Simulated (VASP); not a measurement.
# Pb (Fm-3m) in VASP: notebook, part 2 of 2

VASP 6.6.1. The steps go on from the part before.

## Step 3: Single point, BLYP+D4

This run uses another cell than the first one, of 31.57 Å³/atom.

The input, INCAR:

```
PREC     = Accurate       # precision mode
ENCUT    = 520            # plane-wave cutoff, eV
EDIFF    = 1E-6           # SCF threshold, eV
ISMEAR   = -1             # smearing method
SIGMA    = 0.05           # smearing width, eV
LREAL    = False          # projectors in reciprocal space
LASPH    = True           # aspherical terms in the spheres
NELM     = 100            # most SCF steps
ALGO     = Normal         # electronic algorithm
ISIF     = 2              # what is computed and relaxed
LWAVE    = False          # write WAVECAR
LCHARG   = False          # write CHGCAR
GGA      = B5             # functional
ALDAX    = 1.0          
AGGAX    = 1.0          
AGGAC    = 1.0          
ALDAC    = 0.0          
IVDW     = 13             # dispersion correction
VDW_S6   = 1.0          
VDW_S8   = 2.34076671   
VDW_A1   = 0.44488865   
VDW_A2   = 4.0933009    
NBANDS   = 13             # bands
```

The input, KPOINTS:

```
Automatic mesh
0
Gamma
  9 9 9
```

The input, POSCAR:

```
Pb
1.0
    0.0000000000      2.5085611190      2.5085611190
    2.5085611190      0.0000000000      2.5085611190
    2.5085611190      2.5085611190      0.0000000000
Pb
1
Direct
    0.0000000000      0.0000000000      0.0000000000
```

Potentials or basis: VASP PAW PBE potentials, release 64 (Pb_d).

Run with:

```
cat potpaw_PBE.64/Pb_d/POTCAR > POTCAR
mpirun -np 1 vasp_std > vasp.out
```

OUTCAR:

```text
PREC = Accurate
   ENCUT = 520
   EDIFF = 1E-6
   ISMEAR = -1
   LREAL = False
   LASPH = True
   NELM = 100
   ISIF = 2
   GGA = B5
   IVDW = 13

 ion  position               nearest neighbor table
   1  0.000  0.000  0.000-

  LATTYP: Found a face centered cubic cell.
 ALAT       =     5.0171222380

  Lattice vectors:

 A1 = (   0.0000000000,   2.5085611190,   2.5085611190)
 A2 = (   2.5085611190,   0.0000000000,   2.5085611190)
 A3 = (   2.5085611190,   2.5085611190,   0.0000000000)

Analysis of symmetry for initial positions (statically):
=====================================================================
 Subroutine PRICEL returns:
 Original cell was already a primitive cell.

 Routine SETGRP: Setting up the symmetry group for a
 face centered cubic supercell.

 Subroutine GETGRP returns: Found 48 space group operations
 (whereof 48 operations were pure point group operations)
 out of a pool of 48 trial point group operations.

The static configuration has the point symmetry O_h .

Analysis of symmetry for dynamics (positions and initial velocities):
[... 168 lines left out ...]
      4      -9.5979      2.00000
      5      -9.5979      2.00000
      6      -4.1985      2.00000
      7      14.2431      0.00000
      8      14.2431      0.00000
      9      14.2431      0.00000
     10      17.3508      0.00000
     11      18.6213      0.00000
     12      19.6440      0.00000
     13      19.6440      0.00000
[... 354 lines left out ...]
  band No.  band energies     occupation
      1      -9.8622      2.00000
      2      -9.7766      2.00000
      3      -9.4894      2.00000
      4      -9.4544      2.00000
      5      -9.4544      2.00000
      6       0.0397      2.00000
      7       4.7326      2.00000
      8       9.3586      0.00000
      9       9.3586      0.00000
     10      13.0703      0.00000
     11      14.1726      0.00000
     12      25.3053      0.00000
     13      26.8654      0.00000

 [... further k-points ...]

------------------------ aborting loop because EDIFF is reached ----------------------------------------

  DFT-D4 for vdW energy calculation

  Edisp (eV):   -0.76005

  FORCE on cell =-STRESS in cart. coord.  units (eV):
  Direction    XX          YY          ZZ          XY          YZ          ZX
  --------------------------------------------------------------------------------------
  -------------------------------------------------------------------------------------
  Total       0.01440     0.01440     0.01440     0.00000     0.00000     0.00000
  in kB       0.73070     0.73070     0.73070     0.00000     0.00000     0.00000
  external pressure =        0.73 kB  Pullay stress =        0.00 kB

 VOLUME and BASIS-vectors are now :
 -----------------------------------------------------------------------------
  energy-cutoff  :      520.00
  volume of cell :       31.57
      direct lattice vectors                 reciprocal lattice vectors
     0.000000000  2.508561119  2.508561119    -0.199317448  0.199317448  0.199317448
     2.508561119  0.000000000  2.508561119     0.199317448 -0.199317448  0.199317448
     2.508561119  2.508561119  0.000000000     0.199317448  0.199317448 -0.199317448

 POSITION                                       TOTAL-FORCE (eV/Angst)
 -----------------------------------------------------------------------------------
      0.00000      0.00000      0.00000         0.000000      0.000000      0.000000
 -----------------------------------------------------------------------------------
    total drift:                               -0.000000     -0.000000     -0.000000

  FREE ENERGIE OF THE ION-ELECTRON SYSTEM (eV)
  ---------------------------------------------------
  free  energy   TOTEN  =        -3.6126747971 eV

  energy  without entropy=       -3.6093010650  energy(sigma->0) =       -3.61098793
```

OSZICAR:

```text
N       E                     dE             d eps       ncg     rms          rms(c)
DAV:   1     0.110501022883E+03    0.11050E+03   -0.70530E+03   925   0.123E+03
DAV:   2     0.248231859932E+01   -0.10802E+03   -0.10473E+03   920   0.307E+02
DAV:   3    -0.275064981508E+01   -0.52330E+01   -0.52164E+01  1168   0.741E+01
DAV:   4    -0.287450176217E+01   -0.12385E+00   -0.12383E+00  1125   0.123E+01
DAV:   5    -0.287954422881E+01   -0.50425E-02   -0.50423E-02  1285   0.227E+00    0.829E-01
DAV:   6    -0.285640685687E+01    0.23137E-01   -0.36664E-02  1190   0.357E+00    0.321E-01
DAV:   7    -0.285271585989E+01    0.36910E-02   -0.12052E-02  1175   0.189E+00    0.696E-02
DAV:   8    -0.285263423112E+01    0.81629E-04   -0.52168E-04  1156   0.337E-01    0.131E-02
DAV:   9    -0.285262651645E+01    0.77147E-05   -0.22842E-05  1194   0.763E-02    0.653E-03
DAV:  10    -0.285262399452E+01    0.25219E-05   -0.24962E-06  1090   0.154E-02    0.494E-04
DAV:  11    -0.285262402909E+01   -0.34567E-07   -0.66320E-08   690   0.252E-03
   1 F= -.36126748E+01 E0= -.36109879E+01  d E =-.337373E-02
```

stdout:

```text
POSCAR found type information on POSCAR Pb
 POSCAR found :  1 types and       1 ions
 scaLAPACK will be used
 -----------------------------------------------------------------------------
|                                                                             |
|                                                                             |
|     You enforced a specific xc type in the INCAR file but a different       |
|     I HOPE YOU KNOW WHAT YOU ARE DOING!                                     |
|                                                                             |
 -----------------------------------------------------------------------------

 LDA part: xc-table for (Slater(with rela. corr.)+VWN5), standard interpolation
 POSCAR, INCAR and KPOINTS ok, starting setup
 FFT: planning ... GRIDC
 FFT: planning ... GRID_SOFT
 FFT: planning ... GRID
 WAVECAR not read
 entering main loop
```

Wall time 18 s (1 thread of Intel Xeon Platinum 8259CL at 2.50GHz (Skylake/Cascade Lake), shared host); peak memory 0.16 GiB.

What came out:

```
Free energy                : -3.6127 eV
Pressure                   : 0.1 GPa
Band gap on the k mesh     : zero (bands 7 and 8 overlap by 8.34 eV)
Dispersion energy per atom : -0.760 eV
```

Caveat: the PAW data sets were made with another functional, which shifts forces and pressure a little; spin-orbit coupling is left out, which moves the levels of the heavy elements.

## Step 4: Single point, PBE

This run uses another cell than the first one, of 30.32 Å³/atom.

The input, INCAR:

```
SYSTEM = Pb
ALGO = Normal
EDIFF = 1E-7
ENCUT = 520
GGA = PE
ISIF = 2
ISMEAR = 0
LASPH = .TRUE.
LCHARG = .TRUE.
LELF = .TRUE.
LREAL = .FALSE.
LVHAR = .TRUE.
LWAVE = .FALSE.
NBANDS = 13
NELM = 100
PREC = Accurate
SIGMA = 0.028000000000000004
```

The input, KPOINTS:

```
k-points
0
G
  9 9 9
  0 0 0
```

The input, POSCAR:

```
Pb
1.0
    0.0000000000      2.4750200000      2.4750200000
    2.4750200000      0.0000000000      2.4750200000
    2.4750200000      2.4750200000      0.0000000000
Pb
1
Direct
    0.0000000000      0.0000000000      0.0000000000
```

Potentials or basis: VASP PAW PBE potentials, release 64 (Pb_d).

Run with:

```
cat potpaw_PBE.64/Pb_d/POTCAR > POTCAR
mpirun -np 1 vasp_std > vasp.out
```

OUTCAR:

```text
SYSTEM = Pb
   EDIFF = 1E-7
   ENCUT = 520
   GGA = PE
   ISIF = 2
   ISMEAR = 0
   LASPH = .TRUE.
   LREAL = .FALSE.
   NELM = 100
   PREC = Accurate

 ion  position               nearest neighbor table
   1  0.000  0.000  0.000-

  LATTYP: Found a face centered cubic cell.
 ALAT       =     4.9500400000

  Lattice vectors:

 A1 = (   0.0000000000,   2.4750200000,   2.4750200000)
 A2 = (   2.4750200000,   0.0000000000,   2.4750200000)
 A3 = (   2.4750200000,   2.4750200000,   0.0000000000)

Analysis of symmetry for initial positions (statically):
=====================================================================
 Subroutine PRICEL returns:
 Original cell was already a primitive cell.

 Routine SETGRP: Setting up the symmetry group for a
 face centered cubic supercell.

 Subroutine GETGRP returns: Found 48 space group operations
 (whereof 48 operations were pure point group operations)
 out of a pool of 48 trial point group operations.

The static configuration has the point symmetry O_h .

Analysis of symmetry for dynamics (positions and initial velocities):
=====================================================================
 Subroutine PRICEL returns:
 Original cell was already a primitive cell.

 Routine SETGRP: Setting up the symmetry group for a
 face centered cubic supercell.

 Subroutine GETGRP returns: Found 48 space group operations
 (whereof 48 operations were pure point group operations)
 out of a pool of 48 trial point group operations.

The dynamic configuration has the point symmetry O_h .

 Subroutine INISYM returns: Found 48 space group operations
 (whereof 48 operations are pure point group operations),
 and found     1 'primitive' translations

----------------------------------------------------------------------------------------

                                     Primitive cell

  volume of cell :      30.3226

[... 111 lines left out ...]
   GGA     = PE    functional components
   LHFCALC =     F    Hartree Fock is set to
   AEXX    =    0.0000 exact exchange contribution
   IVDW    =     0    specifies the selected vdW correction
   LEPSILON=     F    determine dielectric tensor
   LRPA    =     F    only Hartree local field effects (RPA)
 non-spin polarized calculation
 Gauss-broadening in eV      SIGMA  =   0.03
  energy-cutoff  :      520.00
  volume of cell :       30.32
 maximum number of plane-waves:       869
 NGX is ok and might be reduce to    28
   NGX = 13   NGY = 13   NGZ = 13

 number of electron      13.9999999 magnetization

 Free energy of the ion-electron system (eV)
  ---------------------------------------------------
  ext. energy  EPLUGINS =         0.00000000
  ---------------------------------------------------
  free energy    TOTEN  =        -3.56838133 eV

  energy without entropy =       -3.56786410  energy(sigma->0) =       -3.56812271

 E-fermi :   7.1443     XC(G=0): -10.1860

 val. band max:        6.9152882865   @ k =  -0.3333   0.3333   0.1111
 cond. band min:       7.1463425707   @ k =  -0.2222   0.3333   0.1111
 fundamental gap:      0.2310542842
 Fermi energy:         7.1442709339

 k-point     1 :       0.0000    0.0000    0.0000
  band No.  band energies     occupation
      1      -9.7945      2.00000
      2      -9.7945      2.00000
      3      -9.7945      2.00000
      4      -9.6544      2.00000
      5      -9.6544      2.00000
      6      -4.4738      2.00000
      7      14.6989      0.00000
      8      14.6989      0.00000
      9      14.6989      0.00000
     10      17.0445      0.00000
     11      18.6199      0.00000
     12      19.7651      0.00000
     13      19.7651      0.00000
[... 354 lines left out ...]
  band No.  band energies     occupation
      1      -9.9528      2.00000
      2      -9.8610      2.00000
      3      -9.5346      2.00000
      4      -9.4958      2.00000
      5      -9.4958      2.00000
      6       0.1218      2.00000
      7       4.5682      2.00000
      8       9.4311      0.00000
      9       9.4311      0.00000
     10      12.7575      0.00000
     11      13.9743      0.00000
     12      25.5437      0.00000
     13      27.2380      0.00000

 [... further k-points ...]

------------------------ aborting loop because EDIFF is reached ----------------------------------------

  FORCE on cell =-STRESS in cart. coord.  units (eV):
  Direction    XX          YY          ZZ          XY          YZ          ZX
  --------------------------------------------------------------------------------------
  -------------------------------------------------------------------------------------
  Total        0.4125549      0.4125549      0.4125549      0.0000000     -0.0000000      0.0000000
  in kB       21.7984808     21.7984808     21.7984808      0.0000000     -0.0000000      0.0000000
  external PRESSURE =      21.7984808 kB  Pullay stress =       0.0000000 kB

 VOLUME and BASIS-vectors are now :
 -----------------------------------------------------------------------------
  energy-cutoff  :      520.00
  volume of cell :       30.32
      direct lattice vectors                 reciprocal lattice vectors
     0.000000000  2.475020000  2.475020000    -0.202018570  0.202018570  0.202018570
     2.475020000  0.000000000  2.475020000     0.202018570 -0.202018570  0.202018570
     2.475020000  2.475020000  0.000000000     0.202018570  0.202018570 -0.202018570

 POSITION                                       TOTAL-FORCE (eV/Angst)
 -----------------------------------------------------------------------------------
      0.00000      0.00000      0.00000        -0.000000      0.000000     -0.000000
 -----------------------------------------------------------------------------------
    total drift:                               -0.000000     -0.000000     -0.000000

  FREE ENERGIE OF THE ION-ELECTRON SYSTEM (eV)
  ---------------------------------------------------
  free  energy   TOTEN  =        -3.5683813332 eV

  energy  without entropy=       -3.5678640963  energy(sigma->0) =       -3.56812271
```

stdout:

```text
POSCAR found type information on POSCAR Pb
 POSCAR found :  1 types and       1 ions
 scaLAPACK will be used
 LDA part: xc-table for (Slater+PW92), standard interpolation
 POSCAR, INCAR and KPOINTS ok, starting setup
 FFT: planning ... GRIDC
 FFT: planning ... GRID_SOFT
 FFT: planning ... GRID
 WAVECAR not read
 entering main loop
```

Wall time 16 s (1 thread of Intel Xeon Platinum 8259CL at 2.50GHz (Skylake/Cascade Lake), shared host); peak memory 0.15 GiB.

What came out:

| Property | Result |
| --- | --- |
| Free energy | -3.5684 eV |
| Pressure | 2.2 GPa |
| Band gap on the k mesh | zero (bands 7 and 8 overlap by 8.96 eV) |

Caveat: spin-orbit coupling is left out, which moves the levels of the heavy elements.

## Step 5: Relaxation of cell and atoms, revPBE+D3(BJ)

This run uses another cell than the first one, of 30.32 Å³/atom.

The input, INCAR:

```
SYSTEM = Pb
PREC = Accurate
ENCUT = 600
EDIFF = 1E-6
ISMEAR = -1
SIGMA = 0.05
LREAL = .FALSE.
LASPH = .TRUE.
NELM = 100
ALGO = Normal
ISIF = 3
LWAVE = .FALSE.
LCHARG = .FALSE.
GGA = RE
IVDW = 12
IBRION = 2
NSW = 60
EDIFFG = -0.01
```

The input, KPOINTS:

```
regular mesh
0
G
  9 9 9
  0 0 0
```

POSCAR is that of step 4.

Run with:

```
cat potpaw_PBE.64/Pb_d/POTCAR > POTCAR
mpirun -np 1 vasp_std > vasp.out
```

It took 24 s on 1 thread of Intel Xeon Platinum 8259CL at 2.50GHz (Skylake/Cascade Lake), shared host; peak memory 0.17 GiB.

The run converged. Its results:

```yaml
Free_energy: -3.9722 eV
Relaxed_volume: 29.95 Å³/atom
Relaxed_cell: a = 3.486 Å, b = 3.486 Å, c = 3.486 Å, α = 60.00°, β = 60.00°, γ = 60.00°
Space_group_after_relaxing_to_0.1_Å: Fm-3m (No. 225)
Energy_gained_by_relaxing: 0.7 meV/atom
Ionic_steps: 3
Pressure_after_relaxing: 0.0 GPa
Band_gap_on_the_k_mesh: zero (bands 7 and 8 overlap by 9.11 eV)
Dispersion_energy_per_atom: -0.744 eV
```

The path:
| step | energy change (eV) | largest force (eV/Å) | pressure (GPa) | volume (Å³) |
| --- | --- | --- | --- | --- |
| 1 | 0.0000 | 0.0000 | -0.58 | 30.32 |
| 2 | -0.0006 | 0.0000 | 0.18 | 29.84 |
| 3 | -0.0007 | 0.0000 | 0.01 | 29.95 |

Final structure:
```xyz
1
Lattice="0.0000 2.4647 2.4647 2.4647 0.0000 2.4647 2.4647 2.4647 0.0000" Properties=species:S:1:pos:R:3 pbc="T T T"
Pb    0.0000    0.0000    0.0000
```

Levels at points of the mesh, in eV from the Fermi level:
| k point | band 5 | band 6 | band 7 | band 8 | band 9 | band 10 |
| --- | --- | --- | --- | --- | --- | --- |
| (0.00, 0.00, 0.00) | -16.84 | -11.69 | 7.68 | 7.68 | 7.68 | 9.89 |

Caveat: the PAW data sets were made with another functional, which shifts forces and pressure a little; spin-orbit coupling is left out, which moves the levels of the heavy elements.

## Step 6: Summary

| task | level | cell | cutoff (eV) | smearing | gap on the mesh (eV) | pressure (GPa) |
| --- | --- | --- | --- | --- | --- | --- |
| single point | BLYP+D3(BJ) | a = 3.515 Å, angles 60.0°, 1 atom | 520 | fermi-dirac 0.05 eV | none | 0.1 |
| single point | BLYP+D4 | a = 3.548 Å, angles 60.0°, 1 atom | 520 | fermi-dirac 0.05 eV | none | 0.1 |
| single point | PBE | a = 3.500 Å, angles 60.0°, 1 atom | 520 | gaussian 0.028 eV | none | 2.2 |
| relaxation of cell and atoms | revPBE+D3(BJ) | relaxed from a = 3.500 Å, angles 60.0°, 1 atom | 600 | fermi-dirac 0.05 eV | none | 0.0 |

Alike in all rows: potentials or basis VASP PAW PBE potentials, release 64 (Pb_d); no spin polarisation; k mesh 9 × 9 × 9.

Caveats: spin-orbit coupling is left out, which moves the levels of the heavy elements; the PAW data sets were made with another functional, which shifts forces and pressure a little (at least some runs).

Absolute energies hang on the potentials; compare differences alone.

## Step 7: Comparison with measurements

Step 5. The cell as given is a measured one (30.32 Å³/atom); revPBE+D3(BJ) puts the equilibrium volume -1.2 % from it, thermal expansion not counted.
